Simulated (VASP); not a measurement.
# Sc2Cu3 (P6/mmm) in VASP: a series of runs

The runs below take Sc2Cu3 through single point, relaxation of cell and atoms, with PBE.

Everything below comes from runs of VASP 6.6.1. Logs are shortened: lines on timing, memory, paths and dates and some standing lists are left out, and cuts for length are marked.

**1. The cell of the first run**

Symmetry: P6/mmm, No. 191, hexagonal system. The conventional cell has a = 4.823 Å, b = 4.823 Å, c = 4.447 Å, α = 90.00°, β = 90.00°, γ = 120.00°. Within 2.9 Å of Sc (site symmetry -6m2) lie 5 Cu at 2.22 to 2.78 Å and 3 Sc at 2.78 Å. Within 2.9 Å of Cu (site symmetry -6m2) lie 2 Sc at 2.22 Å and 3 Cu at 2.78 Å. Cu (site symmetry 6/mmm) has 6 Sc at 2.78 Å and 12 Cu at 3.56 Å within 3.7 Å.

The cell was generated, and may not be a known phase.

**2. Single point, PBE**

INCAR reads:

```
ALGO = Normal
EDIFF = 1E-7
ENCUT = 520
GGA = PE
ISIF = 2
ISMEAR = 0
LASPH = True
LCHARG = False
LREAL = False
LWAVE = False
NBANDS = 36
NELM = 100
PREC = Accurate
SIGMA = 0.1
```

KPOINTS reads:

```
k-points
0
Gamma
  6 6 4
```

POSCAR reads:

```
Sc2Cu3
1.0
    4.8232937700      0.0000000000      0.0000000000
   -2.4116468900      4.1770949400      0.0000000000
    0.0000000000      0.0000000000      4.4473779200
Sc Cu
2 3
Direct
    0.3333333300      0.6666666700      0.5000000000
    0.6666666700      0.3333333300      0.5000000000
    0.3333333300      0.6666666700      0.0000000000
    0.6666666700      0.3333333300      0.0000000000
    0.0000000000      0.0000000000      0.5000000000
```

Potentials or basis: VASP PAW PBE potentials, release 64 (Sc_sv, Cu).

Command:

```console
> cat potpaw_PBE.64/Sc_sv/POTCAR potpaw_PBE.64/Cu/POTCAR > POTCAR
> mpirun -np 1 vasp_std > vasp.out
```

OUTCAR:

```text
EDIFF = 1E-7
   ENCUT = 520
   GGA = PE
   ISIF = 2
   ISMEAR = 0
   LASPH = True
   LREAL = False
   NELM = 100
   PREC = Accurate

 ion  position               nearest neighbor table
   1  0.333  0.667  0.500-   3 2.22   3 2.22   2 2.78   5 2.78   2 2.78   5 2.78   5 2.78   2 2.78

   2  0.667  0.333  0.500-   4 2.22   4 2.22   1 2.78   5 2.78   1 2.78   5 2.78   5 2.78   1 2.78

   3  0.333  0.667  0.000-   1 2.22   1 2.22   4 2.78   4 2.78   4 2.78
   4  0.667  0.333  0.000-   2 2.22   2 2.22   3 2.78   3 2.78   3 2.78
   5  0.000  0.000  0.500-   1 2.78   2 2.78   2 2.78   1 2.78   2 2.78   1 2.78

  LATTYP: Found a hexagonal cell.
 ALAT       =     4.8232937700
 C/A-ratio  =     0.9220624188

  Lattice vectors:

 A1 = (   4.8232937700,   0.0000000000,   0.0000000000)
 A2 = (  -2.4116468900,   4.1770949400,   0.0000000000)
 A3 = (   0.0000000000,   0.0000000000,   4.4473779200)

Analysis of symmetry for initial positions (statically):
=====================================================================
 Subroutine PRICEL returns:
 Original cell was already a primitive cell.

 Routine SETGRP: Setting up the symmetry group for a
 hexagonal supercell.

 Subroutine GETGRP returns: Found 24 space group operations
 (whereof 24 operations were pure point group operations)
 out of a pool of 24 trial point group operations.

The static configuration has the point symmetry D_6h.

Analysis of symmetry for dynamics (positions and initial velocities):
=====================================================================
 Subroutine PRICEL returns:
 Original cell was already a primitive cell.

 Routine SETGRP: Setting up the symmetry group for a
 hexagonal supercell.

 Subroutine GETGRP returns: Found 24 space group operations
 (whereof 24 operations were pure point group operations)
 out of a pool of 24 trial point group operations.

The dynamic configuration has the point symmetry D_6h.

 Subroutine INISYM returns: Found 24 space group operations
 (whereof 24 operations are pure point group operations),
 and found     1 'primitive' translations

----------------------------------------------------------------------------------------

                                     Primitive cell

  volume of cell :      89.6029

  direct lattice vectors                    reciprocal lattice vectors
     4.823293770  0.000000000  0.000000000     0.207327202  0.119700416  0.000000000
    -2.411646890  4.177094940  0.000000000     0.000000000  0.239400831  0.000000000
     0.000000000  0.000000000  4.447377920     0.000000000  0.000000000  0.224851591

  length of vectors
     4.823293770  4.823293777  4.447377920     0.239400831  0.239400831  0.224851591

  position of ions in fractional coordinates (direct lattice)
     0.333333330  0.666666670  0.500000000
     0.666666670  0.333333330  0.500000000
     0.333333330  0.666666670  0.000000000
     0.666666670  0.333333330  0.000000000
     0.000000000  0.000000000  0.500000000

  ion indices of the primitive-cell ions
   primitive index   ion index
                 1           1
                 2           2
                 3           3
                 4           4
                 5           5

----------------------------------------------------------------------------------------

 KPOINTS: k-points

Automatic generation of k-mesh.
 Grid dimensions read from file:
 generate k-points for:    6    6    4

 Generating k-lattice:

  Cartesian coordinates                     Fractional coordinates (reciprocal lattice)
     0.034554534  0.019950069  0.000000000     0.166666667  0.000000000  0.000000000
     0.000000000  0.039900139  0.000000000     0.000000000  0.166666667  0.000000000
     0.000000000  0.000000000  0.056212898     0.000000000  0.000000000  0.250000000

  Length of vectors
     0.039900139  0.039900139  0.056212898

  Shift w.r.t. Gamma in fractional coordinates (k-lattice)
     0.000000000  0.000000000  0.000000000

 Subroutine IBZKPT returns following result:
 ===========================================

 Found     21 irreducible k-points:

 Following reciprocal coordinates:
            Coordinates               Weight
  0.000000  0.000000  0.000000      1.000000
  0.166667  0.000000  0.000000      6.000000
  0.333333  0.000000  0.000000      6.000000
  0.500000 -0.000000  0.000000      3.000000
  0.166667  0.166667  0.000000      6.000000
  0.333333  0.166667  0.000000     12.000000
[... 13 lines left out ...]
  0.333333  0.166667  0.500000     12.000000
  0.333333  0.333333  0.500000      2.000000
   k-points           NKPTS =     21   k-points in BZ     NKDIM =     21   number of bands    NBANDS=     36
   number of dos      NEDOS =    301   number of ions     NIONS =      5
   total plane-waves  NPLWV =  46656
   dimension x,y,z NGX =    36 NGY =   36 NGZ =   36
   dimension x,y,z NGXF=    72 NGYF=   72 NGZF=   72
   ions per type =               2   3
[... 46 lines left out ...]
  volume of cell :       89.60
 maximum number of plane-waves:      2442
 NGX is ok and might be reduce to    36
   NGX = 17   NGY = 17   NGZ = 17

 number of electron      55.0000072 magnetization

 Free energy of the ion-electron system (eV)
  ---------------------------------------------------
  ext. energy  EPLUGINS =         0.00000000
  ---------------------------------------------------
  free energy    TOTEN  =       -18.80005675 eV

  energy without entropy =      -18.77676917  energy(sigma->0) =      -18.78841296

 E-fermi :   4.5718     XC(G=0): -10.6410

 val. band max:        4.5715003857   @ k =   0.0000   0.0000   0.2500
 cond. band min:       4.5741637364   @ k =   0.1667   0.0000   0.0000
 fundamental gap:      0.0026633507
 Fermi energy:         4.5717656535

 k-point     1 :       0.0000    0.0000    0.0000
  band No.  band energies     occupation
      1     -44.8019      2.00000
      2     -44.6162      2.00000
      3     -23.6852      2.00000
      4     -23.6852      2.00000
      5     -23.6437      2.00000
      6     -23.4789      2.00000
[... 28 lines left out ...]
     35       7.8460      0.00000
     36       8.3589      0.00000

 k-point     2 :       0.1667    0.0000    0.0000
  band No.  band energies     occupation
      1     -44.7911      2.00000
      2     -44.6273      2.00000
      3     -23.6992      2.00000
      4     -23.6588      2.00000
      5     -23.6340      2.00000
      6     -23.4887      2.00000
[... 28 lines left out ...]
     35       8.1726      0.00000
     36       8.1788      0.00000

 k-point     3 :       0.3333    0.0000    0.0000
  band No.  band energies     occupation
      1     -44.7630      2.00000
      2     -44.6559      2.00000
      3     -23.7251      2.00000
      4     -23.6091      2.00000
      5     -23.5967      2.00000
      6     -23.5139      2.00000
[... 28 lines left out ...]
     35       8.1093      0.00000
     36       8.6543      0.00000

 k-point     4 :       0.5000   -0.0000    0.0000
  band No.  band energies     occupation
      1     -44.7405      2.00000
      2     -44.6787      2.00000
      3     -23.7373      2.00000
      4     -23.5890      2.00000
      5     -23.5571      2.00000
      6     -23.5341      2.00000
[... 28 lines left out ...]
     35       8.2071      0.00000
     36       8.5858      0.00000

 k-point     5 :       0.1667    0.1667    0.0000
  band No.  band energies     occupation
      1     -44.7712      2.00000
      2     -44.6475      2.00000
      3     -23.7249      2.00000
      4     -23.6164      2.00000
      5     -23.6048      2.00000
      6     -23.5065      2.00000
[... 538 lines left out ...]
 k-point    19 :       0.1667    0.1667    0.5000
  band No.  band energies     occupation
      1     -44.7659      2.00000
      2     -44.6423      2.00000
      3     -23.7266      2.00000
      4     -23.6845      2.00000
      5     -23.6066      2.00000
      6     -23.5709      2.00000
[... 28 lines left out ...]
     35       7.2007      0.00000
     36       7.7821      0.00000

 k-point    20 :       0.3333    0.1667    0.5000
  band No.  band energies     occupation
      1     -44.7351      2.00000
      2     -44.6734      2.00000
      3     -23.7527      2.00000
      4     -23.6562      2.00000
      5     -23.5993      2.00000
      6     -23.5265      2.00000
[... 28 lines left out ...]
     35       7.2381      0.00000
     36       7.5474      0.00000

 k-point    21 :       0.3333    0.3333    0.5000
  band No.  band energies     occupation
      1     -44.7043      2.00000
      2     -44.7043      2.00000
      3     -23.7700      2.00000
      4     -23.6278      2.00000
      5     -23.6278      2.00000
      6     -23.4065      2.00000
[... 28 lines left out ...]
     35       7.1182      0.00000
     36       7.1182      0.00000

------------------------ aborting loop because EDIFF is reached ----------------------------------------

  FORCE on cell =-STRESS in cart. coord.  units (eV):
  Direction    XX          YY          ZZ          XY          YZ          ZX
  --------------------------------------------------------------------------------------
  -------------------------------------------------------------------------------------
  Total        0.3307698      0.3307698     18.2935759     -0.0000000      0.0000000     -0.0000000
  in kB        5.9144490      5.9144490    327.1049333     -0.0000000      0.0000000     -0.0000000
  external PRESSURE =     112.9779438 kB  Pullay stress =       0.0000000 kB

 VOLUME and BASIS-vectors are now :
 -----------------------------------------------------------------------------
  energy-cutoff  :      520.00
  volume of cell :       89.60
      direct lattice vectors                 reciprocal lattice vectors
     4.823293770  0.000000000  0.000000000     0.207327202  0.119700416  0.000000000
    -2.411646890  4.177094940  0.000000000     0.000000000  0.239400831  0.000000000
     0.000000000  0.000000000  4.447377920     0.000000000  0.000000000  0.224851591

 POSITION                                       TOTAL-FORCE (eV/Angst)
 -----------------------------------------------------------------------------------
     -0.00000      2.78473      2.22369        -0.000000      0.000000      0.000000
      2.41165      1.39236      2.22369         0.000000      0.000000     -0.000000
     -0.00000      2.78473      0.00000        -0.000000      0.000000      0.000000
      2.41165      1.39236      0.00000         0.000000      0.000000      0.000000
      0.00000      0.00000      2.22369         0.000000      0.000000      0.000000
 -----------------------------------------------------------------------------------
    total drift:                                0.000000      0.000000      0.000000

  FREE ENERGIE OF THE ION-ELECTRON SYSTEM (eV)
  ---------------------------------------------------
  free  energy   TOTEN  =       -18.8000567517 eV

  energy  without entropy=      -18.7767691700  energy(sigma->0) =      -18.78841296
```

Wall time 2.9 min (1 thread of Oxide Virtual Turin-like, shared host); peak memory 0.2 GiB.

What came out:

```yaml
Free_energy: -18.8001 eV
Pressure: 11.3 GPa
Band_gap_on_the_k_mesh: zero (an odd number of electrons rules out a gap without spin polarisation)
```

Stress tensor (GPa, compression positive):
```
 0.59  0.00  0.00
 0.00  0.59  0.00
 0.00  0.00 32.71
```

Levels at points of the mesh, in eV from the Fermi level:
```
           k point  band 23  band 24  band 25  band 26  band 27  band 28  band 29  band 30  band 31  band 32
(0.00, 0.00, 0.00)    -2.28    -2.28    -1.20    -0.06    -0.06     1.02     1.02     1.34     1.41     1.74
(0.50, 0.00, 0.00)    -2.34    -2.34    -2.28    -0.60     0.04     0.06     0.48     1.20     1.21     1.63
(0.00, 0.00, 0.50)    -2.27    -2.27    -2.05    -0.35    -0.35     0.08     0.08     0.21     1.48     1.48
(0.50, 0.00, 0.50)    -2.65    -2.53    -1.59    -1.55    -1.52    -0.63     0.25     0.60     0.63     1.17
```

Caveat: the stress differs along the axes, from 1 to 33 GPa.

**3. Single point, PBE**

This run uses another cell than the first one, of 20.55 Å³/atom.

INCAR reads:

```
SYSTEM = Sc2Cu3
ALGO = Normal ; EDIFF = 1E-7
ENCUT = 520 ; GGA = PE
ISIF = 2 ; ISMEAR = 0
LASPH = .TRUE. ; LCHARG = .FALSE.
LREAL = .FALSE. ; LWAVE = .FALSE.
NBANDS = 36 ; NELM = 60
PREC = Accurate ; SIGMA = 0.1
```

KPOINTS reads:

```
k-points
0
G
  6 6 4
  0 0 0
```

POSCAR reads:

```
Sc2Cu3
1.0
    4.8126156410      0.0000000029      0.0000000000
   -2.4063078230      4.1678474023      0.0000000000
    0.0000000000      0.0000000000      5.1214503919
Sc Cu
2 3
Direct
    0.3333333333      0.6666666667      0.5000000000
    0.6666666667      0.3333333333      0.5000000000
    0.3333333333      0.6666666667      0.0000000000
    0.6666666667      0.3333333333      0.0000000000
    0.0000000000      0.0000000000      0.5000000000
```

Potentials or basis: VASP PAW PBE potentials, release 64 (Sc_sv, Cu).

Command:

```console
> cat potpaw_PBE.64/Sc_sv/POTCAR potpaw_PBE.64/Cu/POTCAR > POTCAR
> mpirun -np 1 vasp_std > vasp.out
```

Wall time 2.5 min (1 thread of Oxide Virtual Turin-like, shared host); peak memory 0.21 GiB.

The run converged. Its results:

```
Free energy            : -19.9511 eV
Pressure               : 0.3 GPa
Band gap on the k mesh : zero (an odd number of electrons rules out a gap without spin polarisation)
```

Stress tensor (GPa, compression positive):
```
0.27 0.00 0.00
0.00 0.27 0.00
0.00 0.00 0.50
```

Levels at points of the mesh, in eV from the Fermi level:
| k point | band 24 | band 25 | band 26 | band 27 | band 28 | band 29 | band 30 | band 31 |
| --- | --- | --- | --- | --- | --- | --- | --- | --- |
| (0.00, 0.00, 0.00) | -2.37 | -1.58 | -0.17 | -0.17 | 0.03 | 1.05 | 1.05 | 1.19 |
| (0.50, 0.00, 0.00) | -1.95 | -1.79 | -0.65 | -0.35 | 0.08 | 0.51 | 0.76 | 0.96 |
| (0.00, 0.00, 0.50) | -2.23 | -2.23 | -0.10 | -0.10 | -0.08 | 0.17 | 0.17 | 1.28 |
| (0.50, 0.00, 0.50) | -1.95 | -1.82 | -1.70 | -1.46 | -0.21 | 0.09 | 0.36 | 0.49 |

**4. Relaxation of cell and atoms, PBE**

INCAR reads:

```
SYSTEM = Sc2Cu3
ALGO = Fast
EDIFF = 1E-6
EDIFFG = -0.04
ENCUT = 600
GGA = PE
IBRION = 2
ISIF = 3
ISMEAR = 0
LASPH = .True.
LCHARG = .False.
LREAL = .False.
LWAVE = .False.
NELM = 80
NSW = 90
PREC = Accurate
SIGMA = 0.1
```

KPOINTS reads:

```
k-points
0
Gamma
  6 6 4
  0 0 0
```

POSCAR reads:

```
Sc2Cu3
1.0
    4.8232937700      0.0000000000      0.0000000000
   -2.4116468900      4.1770949400      0.0000000000
    0.0000000000      0.0000000000      4.4473779200
Sc Cu
2 3
Direct
    0.3333333300      0.6666666700      0.5000000000
    0.6666666700      0.3333333300      0.5000000000
    0.3333333300      0.6666666700      0.0000000000
    0.6666666700      0.3333333300      0.0000000000
    0.0000000000      0.0000000000      0.5000000000
```

Command:

```console
> cat potpaw_PBE.64/Sc_sv/POTCAR potpaw_PBE.64/Cu/POTCAR > POTCAR
> mpirun -np 1 vasp_std > vasp.out
```

Wall time 14 min (1 thread of Oxide Virtual Turin-like, shared host); peak memory 0.24 GiB.

The run converged. Its results:

- Free energy: -19.9480 eV
- Relaxed volume: 20.73 Å³/atom
- Relaxed cell: a = 4.824 Å, b = 4.824 Å, c = 5.143 Å, α = 90.00°, β = 90.00°, γ = 120.00°
- Space group after relaxing (to 0.1 Å): P6/mmm (No. 191)
- Energy gained by relaxing: 229.4 meV/atom
- Ionic steps: 7
- Pressure after relaxing: -0.1 GPa
- Band gap on the k mesh: zero (an odd number of electrons rules out a gap without spin polarisation)

Step by step:
| step | energy change (eV) | largest force (eV/Å) | pressure (GPa) | volume (Å³) |
| --- | --- | --- | --- | --- |
| 1 | 0.0000 | 0.0000 | 11.33 | 89.60 |
| 2 | -1.1327 | 0.0000 | -1.12 | 106.14 |
| 3 | -1.1457 | 0.0000 | -0.40 | 103.64 |
| 4 | -1.1462 | 0.0000 | -0.21 | 103.92 |
| 5 | -1.1432 | 0.0000 | -0.71 | 105.03 |
| 6 | -1.1462 | 0.0000 | -0.37 | 104.21 |
| 7 | -1.1472 | 0.0000 | -0.09 | 103.63 |

Final structure:
```xyz
5
Lattice="4.8235 0.0000 0.0000 -2.4118 4.1773 0.0000 0.0000 0.0000 5.1429" Properties=species:S:1:pos:R:3 pbc="T T T"
Sc    0.0000    2.7849    2.5715
Sc    2.4118    1.3924    2.5715
Cu    0.0000    2.7849    5.1429
Cu    2.4118    1.3924    0.0000
Cu    2.4118    4.1773    2.5715
```

Levels at points of the mesh, in eV from the Fermi level:
```
           k point  band 25  band 26  band 27  band 28  band 29  band 30
(0.00, 0.00, 0.00)    -1.58    -0.17    -0.17     0.02     1.04     1.04
(0.50, 0.00, 0.00)    -1.78    -0.66    -0.37     0.08     0.50     0.75
(0.00, 0.00, 0.50)    -2.21    -0.11    -0.11    -0.08     0.18     0.18
(0.50, 0.00, 0.50)    -1.82    -1.70    -1.45    -0.20     0.09     0.35
```

Caveat: the volume moved by over 15 % at a fixed basis, so the end points are rough.

**5. Single point, PBE**

This run uses another cell than the first one, of 20.64 Å³/atom.

INCAR reads:

```
SYSTEM = Sc2Cu3
PREC = Accurate ; ENCUT = 520
EDIFF = 1E-7 ; ISMEAR = 0
SIGMA = 0.1 ; LREAL = .FALSE.
LASPH = .TRUE. ; NELM = 100
ALGO = Fast ; ISIF = 2
LWAVE = .FALSE. ; LCHARG = .TRUE.
GGA = PE ; LELF = .TRUE.
LVHAR = .TRUE. ; NBANDS = 36
```

KPOINTS reads:

```
regular mesh
0
G
  12 12 8
  0 0 0
```

POSCAR reads:

```
Sc2Cu3
1.0
    4.8225849905      0.0000000000      0.0000000000
   -2.4112924953      4.1764811137      0.0000000000
    0.0000000000      0.0000000000      5.1244975576
Sc Cu
2 3
Direct
    0.3333333333      0.6666666667      0.5000000000
    0.6666666667      0.3333333333      0.5000000000
    0.3333333333      0.6666666667      0.0000000000
    0.6666666667      0.3333333333      0.0000000000
    0.0000000000      0.0000000000      0.5000000000
```

Command:

```console
> cat potpaw_PBE.64/Sc_sv/POTCAR potpaw_PBE.64/Cu/POTCAR > POTCAR
> mpirun -np 1 vasp_std > vasp.out
```

It took 11 min on 1 thread of Oxide Virtual Turin-like, shared host; peak memory 0.39 GiB.

It converged, with:

```yaml
Free_energy: -19.9335 eV
Pressure: 0.3 GPa
Band_gap_on_the_k_mesh: zero (an odd number of electrons rules out a gap without spin polarisation)
```

Levels at points of the mesh, in eV from the Fermi level:
| k point | band 23 | band 24 | band 25 | band 26 | band 27 | band 28 | band 29 | band 30 | band 31 | band 32 |
| --- | --- | --- | --- | --- | --- | --- | --- | --- | --- | --- |
| (0.00, 0.00, 0.00) | -2.36 | -2.36 | -1.57 | -0.17 | -0.17 | 0.05 | 1.03 | 1.03 | 1.19 | 1.19 |
| (0.50, 0.00, 0.00) | -2.44 | -1.94 | -1.79 | -0.65 | -0.36 | 0.08 | 0.52 | 0.75 | 0.94 | 1.06 |
| (0.00, 0.00, 0.50) | -2.36 | -2.21 | -2.21 | -0.10 | -0.10 | -0.07 | 0.17 | 0.17 | 1.26 | 1.26 |
| (0.50, 0.00, 0.50) | -2.21 | -1.94 | -1.81 | -1.70 | -1.45 | -0.21 | 0.09 | 0.35 | 0.49 | 1.13 |

**6. Summary**

```tsv
task	cell	k mesh	cutoff (eV)	gap on the mesh (eV)	pressure (GPa)
single point	a = 4.823, b = 4.823, c = 4.447 Å, angles 90.0, 90.0, 120.0°, 5 atoms	6 × 6 × 4	520	none	11.3
single point	a = 4.813, b = 4.813, c = 5.121 Å, angles 90.0, 90.0, 120.0°, 5 atoms	6 × 6 × 4	520	none	0.3
relaxation of cell and atoms	relaxed from a = 4.823, b = 4.823, c = 4.447 Å, angles 90.0, 90.0, 120.0°, 5 atoms	6 × 6 × 4	600	none	-0.1
single point	a = 4.823, b = 4.823, c = 5.124 Å, angles 90.0, 90.0, 120.0°, 5 atoms	12 × 12 × 8	520	none	0.3
```

Alike in all rows: level PBE; potentials or basis VASP PAW PBE potentials, release 64 (Sc_sv, Cu); no spin polarisation; smearing gaussian 0.1 eV.

Caveats: the stress differs along the axes, from 1 to 33 GPa (at least some runs); the volume moved by over 15 % at a fixed basis, so the end points are rough (at least some runs).

Total energies depend on the potentials used, so only differences within one code and one set of settings carry meaning.
